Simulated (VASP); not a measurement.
# AlN (P6_3mc) in VASP: notebook

AlN is run at these levels: r2SCAN+rVV10; tasks: single point, relaxation of cell and atoms.

Program: VASP 6.6.1. These are calculated values, not measurements. Logs are shortened: lines on timing, memory, paths and dates and some standing lists are left out, and cuts for length are marked.

### Step 1. The cell of the first run

Symmetry: P6_3mc, No. 186, hexagonal system. Conventional cell: a = 3.103 Å, b = 3.103 Å, c = 4.972 Å, α = 90.00°, β = 90.00°, γ = 120.00°. Al (site symmetry 3m) has 4 N at 1.89 to 1.90 Å within 2.5 Å. Within 2.5 Å of N (site symmetry 3m) lie 4 Al at 1.89 to 1.90 Å.

### Step 2. Single point, r2SCAN+rVV10

Input file POSCAR:

```
AlN
1.0
    3.1032626597      0.0000000000      0.0000000000
   -1.5516313298      2.6875042979      0.0000000000
    0.0000000000      0.0000000000      4.9721677909
Al N
2 2
Direct
    0.3333333333      0.6666666667     -0.0033268659
    0.6666666667      0.3333333333      0.4966731341
    0.3333333333      0.6666666667      0.3783268659
    0.6666666667      0.3333333333      0.8783268659
```

Input file INCAR.step1:

```
ALGO = Normal
EDIFF = 1E-5
ENCUT = 660
GGA = PE
GGA_COMPAT = F
ISMEAR = -1
LASPH = T
LCHARG = F
LREAL = F
LWAVE = T
NBANDS = 16
NELM = 120
PREC = Accurate
SIGMA = 0.03
```

Input file INCAR.step2:

```
ALGO = Normal
BPARAM = 11.95
CPARAM = 0.0093
EDIFF = 1E-6
ENCUT = 660
GGA_COMPAT = F
ISIF = 2
ISMEAR = -1
ISTART = 1
IVDW_NL = 2
LASPH = T
LCHARG = F
LMIXTAU = T
LREAL = F
LUSE_VDW = T
LWAVE = F
METAGGA = R2SCAN
NBANDS = 16
NELM = 120
PREC = Accurate
SIGMA = 0.03
```

Input file KPOINTS:

```
k-points
0
Gamma
  12 12 6
```

Potentials or basis: VASP PAW PBE potentials, release 64 (Al, N).

On the command line:

```sh
$ cat potpaw_PBE.64/Al/POTCAR potpaw_PBE.64/N/POTCAR > POTCAR
$ cp INCAR.step1 INCAR
$ mpirun -np 1 vasp_std > vasp.out
$ cp INCAR.step2 INCAR
$ mpirun -np 1 vasp_std > vasp.out
```

OUTCAR:

```text
BPARAM = 11.95
   EDIFF = 1E-6
   ENCUT = 660
   ISIF = 2
   ISMEAR = -1
   ISTART = 1
   IVDW_NL = 2
   LASPH = T
   LREAL = F
   METAGGA = R2SCAN
   NELM = 120
   PREC = Accurate

 ion  position               nearest neighbor table
   1  0.333  0.667  0.997-   4 1.89   4 1.89   4 1.89   3 1.90   2 3.06   2 3.06   2 3.06   2 3.06
                             2 3.06   2 3.06
   2  0.667  0.333  0.497-   3 1.89   3 1.89   3 1.89   4 1.90   1 3.06   1 3.06   1 3.06   1 3.06
                             1 3.06   1 3.06
   3  0.333  0.667  0.378-   2 1.89   2 1.89   2 1.89   1 1.90
   4  0.667  0.333  0.878-   1 1.89   1 1.89   1 1.89   2 1.90

  LATTYP: Found a hexagonal cell.
 ALAT       =     3.1032626597
 C/A-ratio  =     1.6022387842

  Lattice vectors:

 A1 = (   3.1032626597,   0.0000000000,   0.0000000000)
 A2 = (  -1.5516313298,   2.6875042979,   0.0000000000)
 A3 = (   0.0000000000,   0.0000000000,   4.9721677909)

Analysis of symmetry for initial positions (statically):
=====================================================================
 Subroutine PRICEL returns:
 Original cell was already a primitive cell.

 Routine SETGRP: Setting up the symmetry group for a
 hexagonal supercell.

 Subroutine GETGRP returns: Found 12 space group operations
 (whereof  6 operations were pure point group operations)
 out of a pool of 24 trial point group operations.

The static configuration has the point symmetry C_3v.
 The point group associated with its full space group is C_6v.

Analysis of symmetry for dynamics (positions and initial velocities):
=====================================================================
 Subroutine PRICEL returns:
 Original cell was already a primitive cell.

 Routine SETGRP: Setting up the symmetry group for a
 hexagonal supercell.

 Subroutine GETGRP returns: Found 12 space group operations
 (whereof  6 operations were pure point group operations)
 out of a pool of 24 trial point group operations.

The dynamic configuration has the point symmetry C_3v.
 The point group associated with its full space group is C_6v.

 Subroutine INISYM returns: Found 12 space group operations
 (whereof  6 operations are pure point group operations),
 and found     1 'primitive' translations

----------------------------------------------------------------------------------------

                                     Primitive cell

  volume of cell :      41.4680

  direct lattice vectors                    reciprocal lattice vectors
     3.103262660  0.000000000  0.000000000     0.322241495  0.186046214  0.000000000
    -1.551631330  2.687504298  0.000000000     0.000000000  0.372092428  0.000000000
     0.000000000  0.000000000  4.972167791     0.000000000  0.000000000  0.201119520

  length of vectors
     3.103262660  3.103262660  4.972167791     0.372092428  0.372092428  0.201119520

  position of ions in fractional coordinates (direct lattice)
     0.333333333  0.666666667  0.996673134
     0.666666667  0.333333333  0.496673134
     0.333333333  0.666666667  0.378326866
     0.666666667  0.333333333  0.878326866

  ion indices of the primitive-cell ions
   primitive index   ion index
                 1           1
                 2           2
                 3           3
                 4           4

----------------------------------------------------------------------------------------

 KPOINTS: k-points

Automatic generation of k-mesh.
 Grid dimensions read from file:
 generate k-points for:   12   12    6

 Generating k-lattice:

  Cartesian coordinates                     Fractional coordinates (reciprocal lattice)
     0.026853458  0.015503851  0.000000000     0.083333333  0.000000000  0.000000000
     0.000000000  0.031007702  0.000000000     0.000000000  0.083333333  0.000000000
     0.000000000  0.000000000  0.033519920     0.000000000  0.000000000  0.166666667

  Length of vectors
     0.031007702  0.031007702  0.033519920

  Shift w.r.t. Gamma in fractional coordinates (k-lattice)
     0.000000000  0.000000000  0.000000000

 Subroutine IBZKPT returns following result:
 ===========================================

 Found     76 irreducible k-points:

 Following reciprocal coordinates:
            Coordinates               Weight
  0.000000  0.000000  0.000000      1.000000
  0.083333  0.000000  0.000000      6.000000
  0.166667  0.000000  0.000000      6.000000
  0.250000 -0.000000  0.000000      6.000000
  0.333333  0.000000  0.000000      6.000000
  0.416667  0.000000  0.000000      6.000000
[... 16 lines left out ...]
  0.250000 -0.000000  0.166667     12.000000
  0.333333  0.000000  0.166667     12.000000
 [... further k-points ...]
   k-points           NKPTS =     76   k-points in BZ     NKDIM =     76   number of bands    NBANDS=     16
   number of dos      NEDOS =    301   number of ions     NIONS =      4
   total plane-waves  NPLWV =  32928
   dimension x,y,z NGX =    28 NGY =   28 NGZ =   42
   dimension x,y,z NGXF=    56 NGYF=   56 NGZF=   84
   ions per type =               2   2
   NGX,Y,Z   is equivalent  to a cutoff of  15.00, 15.00, 14.04 a.u.
   NGXF,Y,Z  is equivalent  to a cutoff of  30.00, 30.00, 28.09 a.u.
 SYSTEM =  unknown system
   PREC   = accura    normal or accurate (medium, high low for compatibility)
   ISTART =      1    job   : 0-new  1-cont  2-samecut
   ICHARG =      0    charge: 1-file 2-atom 10-const
   ISPIN  =      1    spin polarized calculation?
   LNONCOLLINEAR =      F non collinear calculations
   LSORBIT =      F    spin-orbit coupling
   LASPH  =      T    aspherical Exc in radial PAW
   ENCUT  =  660.0 eV  48.51 Ry    6.96 a.u.   6.50  6.50 10.42*2*pi/ulx,y,z
   NELM   =    120;   NELMIN=  2; NELMDL=  0     # of ELM steps
   EDIFF  = 0.1E-05   stopping-criterion for ELM
   LREAL  =      F    real-space projection
   EDIFFG = 0.1E-04   stopping-criterion for IOM
   NSW    =      0    number of steps for IOM
   IBRION =     -1    ionic relax: 0-MD 1-quasi-New 2-CG
   NFREE  =      0    steps in history (QN), initial steepest desc. (CG)
   ISIF   =      2    stress and relaxation
   ISYM   =      2    0-nonsym 1-usesym 2-fastsym
   POTIM  = 0.5000    time-step for ionic-motion
   TEBEG  =    0.0;   TEEND  =   0.0 temperature during run
   PSTRESS=    0.0 pullay stress
   NELECT =      16.0000    total number of electrons
   NUPDOWN=      -1.0000    fix difference up-down
   EMIN   =  10.00;   EMAX   =-10.00  energy-range for DOS
   EFERMI =   0.00;   METHOD = LEGACY
   ISMEAR =    -1;   SIGMA  =   0.03  broadening in eV -4-tet -1-fermi 0-gaus
   EFERMI_NEDOS =   21; number of points for ismear=-14 and -15
   IALGO  =     38    algorithm
   IMIX   =      4    mixing-type and parameters
     AMIX     =   0.40;   BMIX     =  1.00
     AMIX_MAG =   1.60;   BMIX_MAG =  1.00
  volume/ion in A,a.u.               =      10.37        69.96
  Fermi-wavevector in a.u.,A,eV,Ry     =   1.191819  2.252211 19.326160  1.420433
  Thomas-Fermi vector in A             =   2.327872
   LORBIT       =      0    0 simple, 1 ext, 2 COOP (PROOUT), +10 PAW based schemes
   METAGGA = R2SCAN    functional components
   LHFCALC =     F    Hartree Fock is set to
   AEXX    =    0.0000 exact exchange contribution
   IVDW_NL    =     2    kernel type
   BPARAM     =11.9500
   IVDW    =     0    specifies the selected vdW correction
   LEPSILON=     F    determine dielectric tensor
   LRPA    =     F    only Hartree local field effects (RPA)
 non-spin polarized calculation
  energy-cutoff  :      660.00
  volume of cell :       41.47
 maximum number of plane-waves:      1640
 NGX is ok and might be reduce to    28
   NGX = 13   NGY = 13   NGZ = 21

 number of electron      16.0000001 magnetization

 Free energy of the ion-electron system (eV)
  ---------------------------------------------------
  ext. energy  EPLUGINS =         0.00000000
  ---------------------------------------------------
  free energy    TOTEN  =       -38.08105162 eV

  energy without entropy =      -38.08105162  energy(sigma->0) =      -38.08105162

 E-fermi :   6.5172     XC(G=0): -11.4708

 val. band max:        5.9459378392   @ k =   0.0000   0.0000   0.0000
 cond. band min:      10.8539661450   @ k =   0.0000   0.0000   0.0000
 fundamental gap:      4.9080283059
 Fermi energy:         6.5171909404

 k-point     1 :       0.0000    0.0000    0.0000
  band No.  band energies     occupation
      1     -10.0659      2.00000
      2      -7.9260      2.00000
      3      -0.1590      2.00000
      4       5.0562      2.00000
      5       5.0562      2.00000
      6       5.7187      2.00000
[... 8 lines left out ...]
     15      20.0796      0.00000
     16      20.0796      0.00000

 k-point     2 :       0.0833    0.0000    0.0000
  band No.  band energies     occupation
      1      -9.9761      2.00000
      2      -7.8756      2.00000
      3      -0.0508      2.00000
      4       4.6438      2.00000
      5       4.9361      2.00000
      6       5.3129      2.00000
[... 8 lines left out ...]
     15      20.1381      0.00000
     16      20.1433      0.00000

 k-point     3 :       0.1667    0.0000    0.0000
  band No.  band energies     occupation
      1      -9.7148      2.00000
      2      -7.7383      2.00000
      3       0.2683      2.00000
      4       3.6288      2.00000
      5       4.4303      2.00000
      6       4.6542      2.00000
[... 8 lines left out ...]
     15      19.3361      0.00000
     16      19.5951      0.00000

 k-point     4 :       0.2500   -0.0000    0.0000
  band No.  band energies     occupation
      1      -9.3097      2.00000
      2      -7.5574      2.00000
      3       0.7784      2.00000
      4       2.4347      2.00000
      5       3.4452      2.00000
      6       4.3304      2.00000
[... 8 lines left out ...]
     15      19.1113      0.00000
     16      20.2215      0.00000

 k-point     5 :       0.3333    0.0000    0.0000
  band No.  band energies     occupation
      1      -8.8161      2.00000
      2      -7.4077      2.00000
      3       1.3736      2.00000
      4       1.4370      2.00000
      5       2.5617      2.00000
      6       4.0488      2.00000
[... 8 lines left out ...]
     15      19.0997      0.00000
     16      21.4564      0.00000

 k-point     6 :       0.4167    0.0000    0.0000
  band No.  band energies     occupation
      1      -8.3393      2.00000
      2      -7.3701      2.00000
      3       0.6524      2.00000
      4       1.9265      2.00000
      5       2.1495      2.00000
      6       3.8614      2.00000
[... 8 lines left out ...]
     15      19.5175      0.00000
     16      22.3743      0.00000
[... 267 lines left out ...]
 k-point    21 :       0.0833    0.0000    0.1667
  band No.  band energies     occupation
      1      -9.8695      2.00000
      2      -8.0716      2.00000
      3       0.3065      2.00000
      4       4.6910      2.00000
      5       4.9838      2.00000
      6       4.9918      2.00000
[... 8 lines left out ...]
     15      19.6528      0.00000
     16      19.7775      0.00000

 k-point    22 :       0.1667    0.0000    0.1667
  band No.  band energies     occupation
      1      -9.6124      2.00000
      2      -7.9173      2.00000
      3       0.5698      2.00000
      4       3.6972      2.00000
      5       4.1949      2.00000
      6       4.7129      2.00000
[... 8 lines left out ...]
     15      19.4777      0.00000
     16      19.8058      0.00000

 k-point    23 :       0.2500   -0.0000    0.1667
  band No.  band energies     occupation
      1      -9.2150      2.00000
      2      -7.7073      2.00000
      3       0.9228      2.00000
      4       2.6001      2.00000
      5       3.2634      2.00000
      6       4.3986      2.00000
[... 8 lines left out ...]
     15      19.3751      0.00000
     16      20.2990      0.00000

 k-point    24 :       0.3333    0.0000    0.1667
  band No.  band energies     occupation
      1      -8.7341      2.00000
      2      -7.5169      2.00000
      3       0.9520      2.00000
      4       1.9357      2.00000
      5       2.5505      2.00000
      6       4.1236      2.00000
[... 8 lines left out ...]
     15      19.4612      0.00000
     16      21.3576      0.00000

 [... further k-points ...]

------------------------ aborting loop because EDIFF is reached ----------------------------------------

  FORCE on cell =-STRESS in cart. coord.  units (eV):
  Direction    XX          YY          ZZ          XY          YZ          ZX
  --------------------------------------------------------------------------------------
  -------------------------------------------------------------------------------------
  Total       -0.0763813     -0.0763813     -0.0787297     -0.0000000      0.0000000      0.0000000
  in kB       -2.9510998     -2.9510998     -3.0418362     -0.0000000      0.0000000      0.0000000
  external PRESSURE =      -2.9813453 kB  Pullay stress =       0.0000000 kB

 VOLUME and BASIS-vectors are now :
 -----------------------------------------------------------------------------
  energy-cutoff  :      660.00
  volume of cell :       41.47
      direct lattice vectors                 reciprocal lattice vectors
     3.103262660  0.000000000  0.000000000     0.322241495  0.186046214  0.000000000
    -1.551631330  2.687504298  0.000000000     0.000000000  0.372092428  0.000000000
     0.000000000  0.000000000  4.972167791     0.000000000  0.000000000  0.201119520

 POSITION                                       TOTAL-FORCE (eV/Angst)
 -----------------------------------------------------------------------------------
     -0.00000      1.79167      4.95563        -0.000000      0.000000      0.002026
      1.55163      0.89583      2.46954         0.000000     -0.000000      0.002026
     -0.00000      1.79167      1.88110         0.000000      0.000000     -0.002026
      1.55163      0.89583      4.36719        -0.000000     -0.000000     -0.002026
 -----------------------------------------------------------------------------------
    total drift:                               -0.000000      0.000000      0.021736

  FREE ENERGIE OF THE ION-ELECTRON SYSTEM (eV)
  ---------------------------------------------------
  free  energy   TOTEN  =       -38.0810516220 eV

  energy  without entropy=      -38.0810516220  energy(sigma->0) =      -38.08105162
```

Run time: 3.5 min. Hardware: 1 thread of Oxide Virtual Turin-like, shared host; peak memory 0.32 GiB.

What came out:

```yaml
Free_energy: -38.0811 eV
Pressure: -0.3 GPa
Band_gap_on_the_k_mesh: 4.91 eV
```

Forces on the atoms (eV/Å):
```
Al   0.000  0.000  0.002
Al   0.000  0.000  0.002
N    0.000  0.000 -0.002
N    0.000  0.000 -0.002
```

Caveat: the PAW data sets were made with another functional, which shifts forces and pressure a little.

### Step 3. Relaxation of cell and atoms, r2SCAN+rVV10

This run uses another cell than the first one, of 10.46 Å³/atom.

Input file POSCAR:

```
AlN
1.0
    3.1137271412      0.0000000000      0.0000000000
   -1.5568635706      2.6965668048      0.0000000000
    0.0000000000      0.0000000000      4.9834369472
Al N
2 2
Direct
    0.3333333333      0.6666666667     -0.0034854754
    0.6666666667      0.3333333333      0.4965145246
    0.3333333333      0.6666666667      0.3784854754
    0.6666666667      0.3333333333      0.8784854754
```

Input file INCAR.step1:

```
PREC = Accurate ; ENCUT = 660
ISMEAR = -1 ; SIGMA = 0.03
LREAL = F ; LASPH = T
NELM = 120 ; GGA = PE
ALGO = Normal ; EDIFF = 1E-5
LWAVE = T ; LCHARG = F
GGA_COMPAT = F ; IBRION = 2
ISIF = 3 ; EDIFFG = -0.005
NELMIN = 4 ; NSW = 100
```

Input file INCAR.step2:

```
PREC = Accurate ; ENCUT = 660
EDIFF = 1E-7 ; ISMEAR = -1
SIGMA = 0.03 ; LREAL = F
LASPH = T ; NELM = 120
ALGO = Normal ; ISIF = 3
LWAVE = F ; LCHARG = F
METAGGA = R2SCAN ; LMIXTAU = T
LUSE_VDW = T ; IVDW_NL = 2
BPARAM = 11.95 ; CPARAM = 0.0093
IBRION = 2 ; NSW = 100
EDIFFG = -0.01 ; ISTART = 1
GGA_COMPAT = F ; NELMIN = 4
```

Input file KPOINTS:

```
Automatic mesh
0
Gamma
  12 12 6
```

Potentials or basis: VASP PAW PBE potentials, release 64 (Al, N).

On the command line:

```sh
$ cat potpaw_PBE.64/Al/POTCAR potpaw_PBE.64/N/POTCAR > POTCAR
$ cp INCAR.step1 INCAR
$ mpirun -np 1 vasp_std > vasp.out
$ cp INCAR.step2 INCAR
$ mpirun -np 1 vasp_std > vasp.out
```

Wall time 11 min (1 thread of Oxide Virtual Turin-like, shared host); peak memory 0.31 GiB.

The run converged. Its results:

```
Free energy                           : -38.0813 eV
Relaxed volume                        : 10.36 Å³/atom
Relaxed cell                          : a = 3.103 Å, b = 3.103 Å, c = 4.969 Å, α = 90.00°, β = 90.00°, γ = 120.00°
Space group after relaxing (to 0.1 Å) : P6_3mc (No. 186)
Energy gained by relaxing             : 0.7 meV/atom
Ionic steps                           : 3
Pressure after relaxing               : -0.1 GPa
Largest force after relaxing          : 0.008 eV/Å
Band gap on the k mesh                : 4.91 eV
```

Forces on the atoms (eV/Å):
```
Al   0.000  0.000  0.008
Al   0.000  0.000  0.008
N    0.000  0.000 -0.008
N    0.000  0.000 -0.008
```

The path:
| step | energy change (eV) | largest force (eV/Å) | pressure (GPa) | volume (Å³) |
| --- | --- | --- | --- | --- |
| 1 | 0.0000 | 0.0138 | -2.20 | 41.84 |
| 2 | 0.0003 | 0.0014 | 2.30 | 40.98 |
| 3 | -0.0029 | 0.0076 | -0.06 | 41.42 |

Final structure:
```cif
data_structure
_symmetry_space_group_name_H-M 'P 1'
_symmetry_Int_Tables_number 1
_cell_length_a 3.1026
_cell_length_b 3.1026
_cell_length_c 4.9685
_cell_angle_alpha 90.000
_cell_angle_beta 90.000
_cell_angle_gamma 120.000
_cell_volume 41.42
loop_
_atom_site_label
_atom_site_type_symbol
_atom_site_fract_x
_atom_site_fract_y
_atom_site_fract_z
_atom_site_occupancy
Al1 Al 0.33333 0.66667 0.99658 1
Al2 Al 0.66667 0.33333 0.49658 1
N1 N 0.33333 0.66667 0.37842 1
N2 N 0.66667 0.33333 0.87842 1
```

Levels at points of the mesh, in eV from the valence-band top:
| k point | band 5 | band 6 | band 7 | band 8 | band 9 | band 10 | band 11 | band 12 |
| --- | --- | --- | --- | --- | --- | --- | --- | --- |
| (0.00, 0.00, 0.00) | -0.90 | -0.23 | -0.23 | 0.00 | 4.91 | 7.54 | 11.62 | 12.04 |
| (0.50, 0.00, 0.00) | -3.41 | -2.16 | -1.79 | -0.72 | 6.42 | 6.53 | 9.05 | 11.25 |
| (0.00, 0.00, 0.50) | -0.58 | -0.58 | -0.58 | -0.58 | 7.26 | 7.26 | 11.32 | 11.32 |
| (0.50, 0.00, 0.50) | -1.52 | -1.52 | -1.40 | -1.40 | 5.97 | 5.97 | 10.14 | 10.14 |

Caveat: the PAW data sets were made with another functional, which shifts forces and pressure a little.
